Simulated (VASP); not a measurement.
ZrB2, 3 atoms in the cell. It takes space group P6/mmm (No. 191, hexagonal). Conventional cell: a = 3.155 Å, b = 3.155 Å, c = 3.507 Å, α = 90.00°, β = 90.00°, γ = 120.00°. Zr (site symmetry 6/mmm) has 12 B at 2.53 Å and 6 Zr at 3.15 Å within 3.3 Å. B (site symmetry -6m2) has 3 B at 1.82 Å within 2.4 Å. 

| Quantity | Value |
| --- | --- |
| Program | VASP 6.6.1 |
| Task | relaxation of cell and atoms |
| Functional | PBEsol |
| Potentials or basis | VASP PAW PBE potentials, release 64 (Zr_sv, B) |
| Cutoff | 600 eV |
| k mesh | 18 × 18 × 12 |
| Occupations | fermi-dirac, width 0.15 eV |
| Spin | no spin polarisation |
| Dipole correction | no |
| Further INCAR settings | ALGO = Normal; EDIFF = 1e-06; IBRION = 2; EDIFFG = -0.001; NSW = 80; ISIF = 3 |

Potentials or basis: VASP PAW PBE potentials, release 64 (Zr_sv, B).

Launch:

```sh
$ cat potpaw_PBE.64/Zr_sv/POTCAR potpaw_PBE.64/B/POTCAR > POTCAR
$ mpirun -np 1 vasp_std > vasp.out
```

Hardware: 1 thread of Intel Xeon 6975P-C, with other jobs on the host.

Question: How long does it take, and how much memory?

Answer: Run time: 8.2 min on 1 thread of Intel Xeon 6975P-C (shared host), peak memory 0.24 GiB. Counts: scf iterations 26, k points 259, ion steps 3.
